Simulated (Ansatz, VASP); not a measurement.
One calculation of SrVO3, two programs

File INCAR:

```
  PREC = Accurate
  ENCUT = 520
  EDIFF = 1E-6
  ISMEAR = 0
  SIGMA = 0.1
  LREAL = False
  LASPH = True
  NELM = 150
  ALGO = Normal
  ISIF = 2
  LWAVE = False
  LCHARG = False
  ISPIN = 2
  MAGMOM = 0 0.22 0 0 0
  LORBIT = 11
  LMAXMIX = 4
  GGA = PS
  NBANDS = 32
```

The input KPOINTS:

```
Automatic mesh
0
Gamma
  10 10 10
```

The input POSCAR:

```
SrVO3
1.0
    3.9333183583      0.0000000000      0.0000000000
    0.0000000000      3.9333183583      0.0000000000
    0.0000000000      0.0000000000      3.9333183583
Sr V O
1 1 3
Direct
    0.5000000000      0.5000000000      0.5000000000
    0.0000000000      0.0000000000      0.0000000000
    0.5000000000      0.0000000000      0.0000000000
    0.0000000000      0.5000000000      0.0000000000
    0.0000000000      0.0000000000      0.5000000000
```

Input for Ansatz:

```yaml
crystal:
  lattice:
    - [3.9333183583, 0.0, 0.0]
    - [0.0, 3.9333183583, 0.0]
    - [0.0, 0.0, 3.9333183583]
  atoms:
    - { symbol: Sr, position: [0.5, 0.5, 0.5] }
    - { symbol: V, position: [0.0, 0.0, 0.0], spin: 0.22 }
    - { symbol: O, position: [0.5, 0.0, 0.0] }
    - { symbol: O, position: [0.0, 0.5, 0.0] }
    - { symbol: O, position: [0.0, 0.0, 0.5] }
basis:
  ecutwfc: 420
kpoints:
  mp_grid: { grid: [10, 10, 10] }
hamiltonian:
  xc: pbesol
scf:
  occupations: { method: gaussian, width: 0.1 }
output:
  forces: true
  stress: true
  eigenvalues: true
  populations: true
magnetization:
  spin_polarized: true
```

Alike in both runs: task single point; functional PBEsol; k mesh 10 × 10 × 10; occupations gaussian, width 0.1 eV; collinear spin.

|  | VASP | Ansatz |
| --- | --- | --- |
| version | VASP 6.6.1 | Ansatz 0.2.0 |
| potentials or method | VASP PAW PBE potentials, release 64 (Sr_sv, V_sv, O), cutoff 520 eV | scalar-relativistic, plane waves, PAW |
| valence electrons in the cell | 41 | 41 |

Ansatz gave:

- gap on the k mesh at the Fermi level (eV): none
- pressure (GPa): -15.3
- net moment per atom (μB): 0.07
- size of the moment on the site where the two differ most (μB): 0.28

**Question.** What did VASP give for the same quantities?

**Answer.** gap on the k mesh at the Fermi level (eV): none; pressure (GPa): -14.7; net moment per atom (μB): 0.07; size of the moment on the site where the two differ most (μB): 0.34.

VASP's potentials were made for PBE, not for PBEsol. Site moments also hang on the region over which each program counts them. A gap of «none» marks a metal or a gap that the smearing closes. The functional is the same, so the differences come from potentials, cutoffs and numerics.
